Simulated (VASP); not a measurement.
# Ge (Fd-3m) in VASP: notebook

Runs on Ge. Level: LDA. Tasks: single point.

Everything below comes from runs of VASP 6.6.1. Logs are shortened: lines on timing, memory, paths and dates and some standing lists are left out, and cuts for length are marked.

## (1) The cell of the first run

The structure is cubic, space group Fd-3m (No. 227). The conventional cell has a = 4.309 Å, b = 4.309 Å, c = 4.309 Å, α = 90.00°, β = 90.00°, γ = 90.00°. Ge (site symmetry -43m) has 4 Ge at 1.87 Å within 2.5 Å.

## (2) Single point, LDA (volume scaled by 0.45)

Input file INCAR:

```
PREC = Accurate ; ENCUT = 520
EDIFF = 1E-7 ; ISMEAR = -1
SIGMA = 0.1 ; LREAL = F
LASPH = T ; NELM = 60
ALGO = Normal ; ISIF = 2
LWAVE = F ; LCHARG = F
GGA = CA ; NBANDS = 21
```

Input file KPOINTS:

```
Automatic mesh
0
Gamma
  12 12 12
```

Input file POSCAR:

```
Ge
1.0
    0.0000000000      2.1543914396      2.1543914396
    2.1543914396      0.0000000000      2.1543914396
    2.1543914396      2.1543914396      0.0000000000
Ge
2
Direct
   -0.1250000000     -0.1250000000     -0.1250000000
    0.1250000000      0.1250000000      0.1250000000
```

Potentials or basis: VASP PAW LDA potentials, release 64 (Ge_d).

Launch:

```console
$ cat potpaw_LDA.64/Ge_d/POTCAR > POTCAR
$ mpirun -np 1 vasp_std > vasp.out
```

OUTCAR:

```text
PREC = Accurate
   ENCUT = 520
   EDIFF = 1E-7
   ISMEAR = -1
   LREAL = F
   LASPH = T
   NELM = 60
   ISIF = 2
   GGA = CA

 ion  position               nearest neighbor table
   1  0.875  0.875  0.875-   2 1.87   2 1.87   2 1.87   2 1.87
   2  0.125  0.125  0.125-   1 1.87   1 1.87   1 1.87   1 1.87

  LATTYP: Found a face centered cubic cell.
 ALAT       =     4.3087828792

  Lattice vectors:

 A1 = (   0.0000000000,   2.1543914396,   2.1543914396)
 A2 = (   2.1543914396,   0.0000000000,   2.1543914396)
 A3 = (   2.1543914396,   2.1543914396,   0.0000000000)

Analysis of symmetry for initial positions (statically):
=====================================================================
 Subroutine PRICEL returns:
 Original cell was already a primitive cell.

 Routine SETGRP: Setting up the symmetry group for a
 face centered cubic supercell.

 Subroutine GETGRP returns: Found 48 space group operations
 (whereof 12 operations were pure point group operations)
 out of a pool of 48 trial point group operations.

The static configuration has the point symmetry D_3d.
 The point group associated with its full space group is O_h .

Analysis of symmetry for dynamics (positions and initial velocities):
=====================================================================
 Subroutine PRICEL returns:
 Original cell was already a primitive cell.

 Routine SETGRP: Setting up the symmetry group for a
 face centered cubic supercell.

 Subroutine GETGRP returns: Found 48 space group operations
 (whereof 12 operations were pure point group operations)
 out of a pool of 48 trial point group operations.

The dynamic configuration has the point symmetry D_3d.
 The point group associated with its full space group is O_h .

 Subroutine INISYM returns: Found 48 space group operations
 (whereof 12 operations are pure point group operations),
 and found     1 'primitive' translations

----------------------------------------------------------------------------------------

                                     Primitive cell

  volume of cell :      19.9988

  direct lattice vectors                    reciprocal lattice vectors
     0.000000000  2.154391440  2.154391440    -0.232084101  0.232084101  0.232084101
[... 73 lines left out ...]
   ions per type =               2
   NGX,Y,Z   is equivalent  to a cutoff of  13.10, 13.10, 13.10 a.u.
   NGXF,Y,Z  is equivalent  to a cutoff of  26.19, 26.19, 26.19 a.u.
 SYSTEM =  unknown system
   PREC   = accura    normal or accurate (medium, high low for compatibility)
   ISTART =      0    job   : 0-new  1-cont  2-samecut
   ICHARG =      2    charge: 1-file 2-atom 10-const
   ISPIN  =      1    spin polarized calculation?
   LNONCOLLINEAR =      F non collinear calculations
   LSORBIT =      F    spin-orbit coupling
   LASPH  =      T    aspherical Exc in radial PAW
   ENCUT  =  520.0 eV  38.22 Ry    6.18 a.u.   5.66  5.66  5.66*2*pi/ulx,y,z
   NELM   =     60;   NELMIN=  2; NELMDL= -5     # of ELM steps
   EDIFF  = 0.1E-06   stopping-criterion for ELM
   LREAL  =      F    real-space projection
   EDIFFG = 0.1E-05   stopping-criterion for IOM
   NSW    =      0    number of steps for IOM
   IBRION =     -1    ionic relax: 0-MD 1-quasi-New 2-CG
   NFREE  =      0    steps in history (QN), initial steepest desc. (CG)
   ISIF   =      2    stress and relaxation
   ISYM   =      2    0-nonsym 1-usesym 2-fastsym
   POTIM  = 0.5000    time-step for ionic-motion
   TEBEG  =    0.0;   TEEND  =   0.0 temperature during run
   PSTRESS=    0.0 pullay stress
   NELECT =      28.0000    total number of electrons
   NUPDOWN=      -1.0000    fix difference up-down
   EMIN   =  10.00;   EMAX   =-10.00  energy-range for DOS
   EFERMI =   0.00;   METHOD = LEGACY
   ISMEAR =    -1;   SIGMA  =   0.10  broadening in eV -4-tet -1-fermi 0-gaus
   EFERMI_NEDOS =   21; number of points for ismear=-14 and -15
   IALGO  =     38    algorithm
   IMIX   =      4    mixing-type and parameters
     AMIX     =   0.40;   BMIX     =  1.00
     AMIX_MAG =   1.60;   BMIX_MAG =  1.00
  volume/ion in A,a.u.               =      10.00        67.48
  Fermi-wavevector in a.u.,A,eV,Ry     =   1.831441  3.460921 45.636329  3.354176
  Thomas-Fermi vector in A             =   2.885694
   LORBIT       =      0    0 simple, 1 ext, 2 COOP (PROOUT), +10 PAW based schemes
   GGA     = CA    functional components
   LHFCALC =     F    Hartree Fock is set to
   AEXX    =    0.0000 exact exchange contribution
   IVDW    =     0    specifies the selected vdW correction
   LEPSILON=     F    determine dielectric tensor
   LRPA    =     F    only Hartree local field effects (RPA)
 non-spin polarized calculation
  energy-cutoff  :      520.00
  volume of cell :       20.00
 maximum number of plane-waves:       552
   NGX = 11   NGY = 11   NGZ = 11

 number of electron      28.0000022 magnetization

 Free energy of the ion-electron system (eV)
  ---------------------------------------------------
  ext. energy  EPLUGINS =         0.00000000
  ---------------------------------------------------
  free energy    TOTEN  =         2.74494189 eV

  energy without entropy =        2.75434301  energy(sigma->0) =        2.74964245

 E-fermi :  16.2991     XC(G=0): -14.8565

 val. band max:       16.2302017528   @ k =   0.1667   0.0833   0.0000
 cond. band min:      16.3024321157   @ k =   0.4167   0.3333   0.0000
 fundamental gap:      0.0722303629
 Fermi energy:        16.2990860553

 k-point     1 :       0.0000    0.0000    0.0000
  band No.  band energies     occupation
      1     -11.9216      2.00000
      2     -11.9216      2.00000
      3     -11.9216      2.00000
      4     -11.8118      2.00000
      5     -11.8118      2.00000
      6     -10.4671      2.00000
[... 565 lines left out ...]
     20      30.1482      0.00000
     21      32.1460      0.00000

 [... further k-points ...]
[... 5 lines left out ...]
  --------------------------------------------------------------------------------------
  -------------------------------------------------------------------------------------
  Total       44.9065951     44.9065951     44.9065951     -0.0000000      0.0000000      0.0000000
  in kB     3597.6330930   3597.6330930   3597.6330930     -0.0000000      0.0000000      0.0000000
  external PRESSURE =    3597.6330930 kB  Pullay stress =       0.0000000 kB

 VOLUME and BASIS-vectors are now :
 -----------------------------------------------------------------------------
  energy-cutoff  :      520.00
  volume of cell :       20.00
      direct lattice vectors                 reciprocal lattice vectors
     0.000000000  2.154391440  2.154391440    -0.232084101  0.232084101  0.232084101
     2.154391440  0.000000000  2.154391440     0.232084101 -0.232084101  0.232084101
     2.154391440  2.154391440  0.000000000     0.232084101  0.232084101 -0.232084101

 POSITION                                       TOTAL-FORCE (eV/Angst)
 -----------------------------------------------------------------------------------
      3.77019      3.77019      3.77019         0.000000     -0.000000      0.000000
      0.53860      0.53860      0.53860        -0.000000      0.000000     -0.000000
 -----------------------------------------------------------------------------------
    total drift:                                0.000000      0.000000      0.000000

  FREE ENERGIE OF THE ION-ELECTRON SYSTEM (eV)
  ---------------------------------------------------
  free  energy   TOTEN  =         2.7449418908 eV

  energy  without entropy=        2.7543430063  energy(sigma->0) =        2.74964245
```

It took 9.6 s on 1 thread of Intel Xeon 6975P-C (Granite Rapids), shared host; peak memory 0.14 GiB.

What came out:

| Quantity | Value |
| --- | --- |
| Free energy | 2.7449 eV |
| Pressure | 359.8 GPa |
| Band gap on the k mesh | zero (band 14 reaches 17.64 eV, above the bottom of band 15 at 15.79 eV) |

## (3) Single point, LDA (volume scaled by 0.55)

Input file INCAR:

```
SYSTEM = Ge
ALGO = Normal
EDIFF = 1E-7
ENCUT = 520
GGA = CA
ISIF = 2
ISMEAR = -1
LASPH = .True.
LCHARG = .False.
LREAL = .False.
LWAVE = .False.
NBANDS = 21
NELM = 80
PREC = Accurate
SIGMA = 0.1
```

Input file KPOINTS:

```
k-points
0
Gamma
  12 12 12
  0 0 0
```

Input file POSCAR:

```
Ge
1.0
    0.0000000000      2.3034281676      2.3034281676
    2.3034281676      0.0000000000      2.3034281676
    2.3034281676      2.3034281676      0.0000000000
Ge
2
Direct
   -0.1250000000     -0.1250000000     -0.1250000000
    0.1250000000      0.1250000000      0.1250000000
```

Potentials or basis: VASP PAW LDA potentials, release 64 (Ge_d).

Launch:

```console
$ cat potpaw_LDA.64/Ge_d/POTCAR > POTCAR
$ mpirun -np 1 vasp_std > vasp.out
```

It took 11 s on 1 thread of Intel Xeon 6975P-C (Granite Rapids), shared host; peak memory 0.14 GiB.

Results (log left out):

```
Free energy            : -4.2404 eV
Pressure               : 169.9 GPa
Band gap on the k mesh : zero (band 14 reaches 13.32 eV, above the bottom of band 15 at 12.31 eV)
```

Levels at points of the mesh, in eV from the Fermi level:
| k point | band 12 | band 13 | band 14 | band 15 | band 16 | band 17 |
| --- | --- | --- | --- | --- | --- | --- |
| (0.00, 0.00, 0.00) | 0.72 | 0.72 | 0.72 | 3.03 | 3.03 | 3.03 |
| (0.50, 0.00, 0.00) | -11.84 | -2.08 | -2.08 | 3.23 | 4.10 | 4.10 |
| (0.50, 0.50, 0.00) | -11.90 | -5.51 | -5.51 | -0.16 | -0.16 | 15.94 |
